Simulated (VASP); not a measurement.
NaSe, 2 atoms in the cell. It takes space group Fm-3m (No. 225, cubic). Conventional cell: a = 5.987 Å, b = 5.987 Å, c = 5.987 Å, α = 90.00°, β = 90.00°, γ = 90.00°. Na (site symmetry m-3m) has 6 Se at 2.99 Å within 3.9 Å. Se (site symmetry m-3m) has 6 Na at 2.99 Å within 3.9 Å. 

| Property | Result |
| --- | --- |
| Program | VASP 6.6.1 |
| Task | single point |
| Functional | PBEsol |
| Potentials or basis | VASP PAW PBE potentials, release 64 (Na_pv, Se) |
| Cutoff | 520 eV |
| k mesh | 6 × 6 × 6 |
| Occupations | gaussian, width 0.1 eV |
| Spin | collinear spin, ferromagnetic start |
| Starting moments | [0.0, 1.0] μB |
| Dipole correction | no |
| Further INCAR settings | ALGO = Normal; EDIFF = 1e-06; NBANDS = 18 |

Potentials or basis: VASP PAW PBE potentials, release 64 (Na_pv, Se).

Launch:

```sh
$ cat potpaw_PBE.64/Na_pv/POTCAR potpaw_PBE.64/Se/POTCAR > POTCAR
$ mpirun -np 1 vasp_std > vasp.out
```

Hardware: 1 thread of Intel Xeon 6975P-C (shared host).

Problem. Estimate the wall time of this run.

Solution. Run time: 21 s on 1 thread of Intel Xeon 6975P-C, with other jobs on the host, peak memory 0.21 GiB. Counts: scf iterations 13, k points 16.
